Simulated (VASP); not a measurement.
TaN, 12 atoms in the cell. It takes space group P-62m (No. 189, hexagonal). Conventional cell: a = 5.180 Å, b = 5.180 Å, c = 2.894 Å, α = 90.00°, β = 90.00°, γ = 120.00°. Within 3.0 Å of Ta (site symmetry -6) lie 6 N at 2.15 Å and 5 Ta at 2.89 to 2.99 Å. Within 2.7 Å of Ta (site symmetry -62m) lie 3 N at 2.04 Å. N (site symmetry m2m) has 5 Ta at 2.04 to 2.15 Å and 6 N at 2.76 to 2.89 Å within 2.9 Å. 

| Item | Value |
| --- | --- |
| Program | VASP 6.6.1 |
| Task | single point |
| Functional | PBEsol |
| Potentials or basis | VASP PAW PBE potentials, release 64 (Ta_pv, N) |
| Cutoff | 520 eV |
| k mesh | 6 × 6 × 6 |
| Occupations | gaussian, width 0.1 eV |
| Spin | no spin polarisation |
| Dipole correction | no |
| Further INCAR settings | ALGO = Normal; EDIFF = 1e-06; NBANDS = 60 |

Potentials or basis: VASP PAW PBE potentials, release 64 (Ta_pv, N).

Command:

```console
$ cat potpaw_PBE.64/Ta_pv/POTCAR potpaw_PBE.64/N/POTCAR > POTCAR
$ mpirun -np 1 vasp_std > vasp.out
```

Hardware: 1 thread of Intel Xeon 8259CL, with other jobs on the host.

Question: Estimate the wall time of this run.

Answer: Run time: 5.8 min on 1 thread of Intel Xeon 8259CL, on a shared host, peak memory 0.35 GiB. Counts: scf iterations 14, k points 28.
